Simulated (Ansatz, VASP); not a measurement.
## Two plane-wave programs on AlN

File INCAR:

```
  ALGO = Normal
  EDIFF = 1E-7
  ENCUT = 520
  GGA = PE
  ISIF = 2
  ISMEAR = 0
  LASPH = T
  LCHARG = F
  LREAL = F
  LWAVE = F
  NBANDS = 26
  NELM = 100
  PREC = Accurate
  SIGMA = 0.05
```

File KPOINTS:

```
k-points
0
Gamma
  8 8 8
```

POSCAR

```
AlN
1.0
   -3.1302395627      0.0000000000      0.0000000000
    0.0000000000      5.4217339625      0.0000000000
    1.5651197814     -2.7108669813     -5.0179796546
Al N
4 4
Direct
    0.9751758137      0.3324689746      0.9982712825
    0.4751758137      0.8324689746      0.9982712825
    0.2730954688      0.9158023079      0.4982712825
    0.7730954688      0.4158023079      0.4982712825
    0.8295637967      0.1416976921      0.6167287175
    0.3295637967      0.6416976921      0.6167287175
    0.0371649208      0.7250310254      0.1167287175
    0.5371649208      0.2250310254      0.1167287175
```

Input for Ansatz:

```yaml
crystal:
  lattice:
    - [-3.1302395627, 0.0, 0.0]
    - [0.0, 5.4217339625, 0.0]
    - [1.5651197814, -2.7108669813, -5.0179796546]
  atoms:
    - { symbol: Al, position: [0.9751758137, 0.3324689746, 0.9982712825] }
    - { symbol: Al, position: [0.4751758137, 0.8324689746, 0.9982712825] }
    - { symbol: Al, position: [0.2730954688, 0.9158023079, 0.4982712825] }
    - { symbol: Al, position: [0.7730954688, 0.4158023079, 0.4982712825] }
    - { symbol: "N", position: [0.8295637967, 0.1416976921, 0.6167287175] }
    - { symbol: "N", position: [0.3295637967, 0.6416976921, 0.6167287175] }
    - { symbol: "N", position: [0.0371649208, 0.7250310254, 0.1167287175] }
    - { symbol: "N", position: [0.5371649208, 0.2250310254, 0.1167287175] }
basis:
  ecutwfc: 420
kpoints:
  mp_grid: { grid: [8, 8, 8] }
hamiltonian:
  xc: pbe
scf:
  occupations: { method: gaussian, width: 0.05 }
output:
  forces: true
  stress: true
  eigenvalues: true
  write_density: true
  write_potential: true
  elf: true
  volumetric_format: npy
```

Change from the starting cell: mode 4 (236.4 1/cm) frozen in, largest displacement +0.075 Å.

Alike in both runs: task single point; functional PBE; k mesh 8 × 8 × 8; occupations gaussian, width 0.05 eV; no spin polarisation.

```csv
,VASP,Ansatz
version,VASP 6.6.1,Ansatz 0.2.0
potentials or method,"VASP PAW PBE potentials, release 64 (Al, N), cutoff 520 eV","scalar-relativistic, plane waves, PAW"
valence electrons in the cell,32,32
```

|  | VASP | Ansatz | Ansatz less VASP |
| --- | --- | --- | --- |
| gap on the k mesh at the Fermi level (eV) | 3.98 | 3.97 | -0.009 |
| least direct gap on the mesh (eV) | 3.98 | 3.97 | -0.009 |
| pressure (GPa) | -0.4 | -0.1 | +0.27 |
| traceless stress, the component that is largest in VASP (GPa) | -0.37 | -0.35 | +0.022 |
| rms of the force components (eV/Å) | 0.189 | 0.188 | -0.0009 |

Atom by atom the forces differ by 0.001 eV/Å (rms over components).
